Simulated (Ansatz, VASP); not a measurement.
**ZrN in VASP and in Ansatz**

```
Zr N
1.0
     0.00000    2.31429    2.31429
     2.31429    0.00000    2.31429
     2.31429    2.31429    0.00000
Zr N
1 1
Direct
  0.00000 0.00000 0.00000
  0.50000 0.50000 0.50000
```

Change from the starting cell: volume scaled by 1.04.

Alike in both runs: task single point; functional PBE; k mesh 9 × 9 × 9; occupations fermi-dirac, width 0.01 eV; no spin polarisation.

|  | VASP | Ansatz |
| --- | --- | --- |
| version | VASP 6.6.1 | Ansatz 0.2.0 |
| potentials or method | VASP PAW PBE potentials, release 64 (Zr_sv, N), cutoff 600 eV | all-electron LAPW, scalar-relativistic |

|  | VASP | Ansatz | Ansatz less VASP |
| --- | --- | --- | --- |
| pressure (GPa) | -5.1 | -5.2 | -0.08 |

Ansatz ran all-electron here, and VASP with PAW potentials.
